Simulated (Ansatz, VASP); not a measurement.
# C in VASP and in Ansatz

POSCAR

```
C
1.0
    0.0000000000      1.9171550000      1.7834000000
    1.6496450000      0.0000000000      1.7834000000
    1.6496450000      1.9171550000      0.0000000000
C
2
Direct
    0.5000000000      0.5000000000      0.5000000000
    0.7500000000      0.7500000000      0.7500000000
```

Contents of INCAR.step1:

```
SYSTEM = C
PREC = Accurate
ENCUT = 520
ISMEAR = 0
SIGMA = 0.05
LREAL = .FALSE.
LASPH = .TRUE.
NELM = 60
NBANDS = 11
GGA = PE
ALGO = Normal
EDIFF = 1E-4
LWAVE = .TRUE.
LCHARG = .FALSE.
```

Contents of INCAR.step2:

```
SYSTEM = C
PREC = Accurate
ENCUT = 520
EDIFF = 1E-6
ISMEAR = 0
SIGMA = 0.05
LREAL = .FALSE.
LASPH = .TRUE.
NELM = 60
ALGO = Normal
ISIF = 2
LWAVE = .FALSE.
LCHARG = .FALSE.
METAGGA = R2SCAN
LMIXTAU = .TRUE.
NBANDS = 11
ISTART = 1
```

KPOINTS

```
Automatic mesh
0
G
  12 12 12
  0 0 0
```

Input for Ansatz:

```yaml
crystal:
  lattice:
    - [0.0, 1.917155, 1.7834]
    - [1.649645, 0.0, 1.7834]
    - [1.649645, 1.917155, 0.0]
  atoms:
    - { symbol: C, position: [0.5, 0.5, 0.5] }
    - { symbol: C, position: [0.75, 0.75, 0.75] }
basis:
  ecutwfc: 500
kpoints:
  mp_grid: { grid: [12, 12, 12] }
hamiltonian:
  xc: r2scan
scf:
  occupations: { method: gaussian, width: 0.05 }
output:
  forces: true
  stress: true
  eigenvalues: true
```

Change from the starting cell: strain -0.0750 x Voigt [1, -1, 0, 0, 0, 0], atoms carried along.

Alike in both runs: task single point; functional r2SCAN; k mesh 12 × 12 × 12; occupations gaussian, width 0.05 eV; no spin polarisation.

```csv
,VASP,Ansatz
version,VASP 6.6.1,Ansatz 0.2.0
potentials or method,"VASP PAW PBE potentials, release 64 (C), cutoff 520 eV","scalar-relativistic, plane waves, PAW"
valence electrons in the cell,8,8
```

|  | VASP | Ansatz | Ansatz less VASP |
| --- | --- | --- | --- |
| gap on the k mesh at the Fermi level (eV) | 1.46 | 1.48 | +0.026 |
| least direct gap on the mesh (eV) | 3.90 | 3.94 | +0.045 |
| pressure (GPa) | 1.8 | 0.7 | -1.10 |
| traceless stress, the component that is largest in VASP (GPa) | -78.44 | -78.58 | -0.140 |

VASP's potentials were made for PBE, not for r2SCAN. With one functional, cell and mesh, what is left measures potentials, basis and numerics.
